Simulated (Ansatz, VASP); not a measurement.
# SiSn5: VASP beside Ansatz

File INCAR:

```
  PREC = Accurate
  ENCUT = 600
  EDIFF = 1E-6
  ISMEAR = 0
  SIGMA = 0.1
  LREAL = F
  LASPH = T
  NELM = 80
  ALGO = Fast
  ISIF = 3
  LWAVE = F
  LCHARG = F
  GGA = PE
  IBRION = 2
  NSW = 100
  EDIFFG = -0.01
```

The input KPOINTS:

```
Automatic mesh
0
Gamma
  12 12 2
```

The input POSCAR:

```
SiSn5
1.0
    3.1793988353      0.0000000000      0.0000000000
   -1.5896994177      2.7534401601      0.0000000000
    0.0000000000      0.0000000000     18.2620704781
Si Sn
1 5
Direct
    0.0000000000      0.0000000000      0.0000000000
    0.0000000000      0.0000000000      0.8475374509
    0.0000000000      0.0000000000      0.1524625491
    0.0000000000      0.0000000000      0.3246651356
    0.0000000000      0.0000000000      0.5000000000
    0.0000000000      0.0000000000      0.6753348644
```

Input for Ansatz:

```yaml
crystal:
  lattice:
    - [3.1793988353, 0.0, 0.0]
    - [-1.5896994177, 2.7534401601, 0.0]
    - [0.0, 0.0, 18.2620704781]
  atoms:
    - { symbol: Si, position: [0.0, 0.0, 0.0] }
    - { symbol: Sn, position: [0.0, 0.0, 0.8475374509] }
    - { symbol: Sn, position: [0.0, 0.0, 0.1524625491] }
    - { symbol: Sn, position: [0.0, 0.0, 0.3246651356] }
    - { symbol: Sn, position: [0.0, 0.0, 0.5] }
    - { symbol: Sn, position: [0.0, 0.0, 0.6753348644] }
basis:
  ecutwfc: 420
kpoints:
  mp_grid: { grid: [12, 12, 2] }
hamiltonian:
  xc: pbe
scf:
  occupations: { method: gaussian, width: 0.1 }
output:
  forces: true
  stress: true
  eigenvalues: true
relax:
  adjacent_minimum: "off"
  f_tol: 0.01
  max_steps: 80
  cell: { stress_tol: 0.05 }
```

Alike in both runs: task relaxation of cell and atoms; functional PBE; k mesh 12 × 12 × 2; occupations gaussian, width 0.1 eV; no spin polarisation.

|  | VASP | Ansatz |
| --- | --- | --- |
| version | VASP 6.6.1 | Ansatz 0.2.0 |
| potentials or method | VASP PAW PBE potentials, release 64 (Si, Sn_d), cutoff 600 eV | scalar-relativistic, plane waves, PAW |
| valence electrons in the cell | 74 | 74 |

Ansatz gave:

| Item | Value |
| --- | --- |
| gap on the k mesh at the Fermi level, each at its own relaxed structure (eV) | none |
| relaxed volume (Å³/atom) | 26.57 |
| relaxed length of the cell vector where the two differ most in proportion (Å) | 17.906 |

Q: Estimate VASP's values.

A: gap on the k mesh at the Fermi level, each at its own relaxed structure (eV): none; relaxed volume (Å³/atom): 26.58; relaxed length of the cell vector where the two differ most in proportion (Å): 17.911.

A gap of «none» marks a metal or a gap that the smearing closes.

Noted on VASP's run: too few bands were computed for a metal, which touches its energy and stress.
